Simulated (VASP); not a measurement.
Set up this calculation in VASP 6.6.1, as the native input.

* Task: single point
* Functional: PBE
* Potentials or basis: VASP PAW PBE potentials, release 64 (Ru_pv, Al)
* Cutoff: 520 eV
* k mesh: 8 × 8 × 8
* Occupations: fermi-dirac, width 0.05 eV
* Spin: no spin polarisation
* Dipole correction: no
* Further INCAR settings: ALGO = Normal; EDIFF = 1e-06; NBANDS = 16

The structure of AlRu lies in POSCAR:

```
AlRu
1.0
    2.9916000000      0.0299160000      0.0000000000
    0.0299160000      2.9916000000      0.0000000000
    0.0000000000      0.0000000000      2.9916000000
Ru Al
1 1
Direct
    0.5000000000      0.5000000000      0.5000000000
    0.0000000000      0.0000000000      0.0000000000
```

These files were run (other wordings do the same):

INCAR

```
SYSTEM = AlRu
ALGO     = Normal         ! electronic algorithm
EDIFF    = 1E-6           ! SCF threshold, eV
ENCUT    = 520            ! plane-wave cutoff, eV
GGA      = PE             ! functional
ISIF     = 2              ! what is computed and relaxed
ISMEAR   = -1             ! smearing method
LASPH    = .True.         ! aspherical terms in the spheres
LCHARG   = .False.        ! write CHGCAR
LREAL    = .False.        ! projectors in reciprocal space
LWAVE    = .False.        ! write WAVECAR
NBANDS   = 16             ! bands
NELM     = 100            ! most SCF steps
PREC     = Accurate       ! precision mode
SIGMA    = 0.05           ! smearing width, eV
```

KPOINTS

```
k-points
0
Gamma
  8 8 8
  0 0 0
```

Potentials or basis: VASP PAW PBE potentials, release 64 (Ru_pv, Al).

Command:

```sh
$ cat potpaw_PBE.64/Ru_pv/POTCAR potpaw_PBE.64/Al/POTCAR > POTCAR
$ mpirun -np 1 vasp_std > vasp.out
```

It gave:

The pressure is 3.0 GPa.

Run time: 16 s on 1 thread of Intel(R) Xeon(R) Platinum 8488C (Sapphire Rapids) (shared host), peak memory 0.16 GiB.
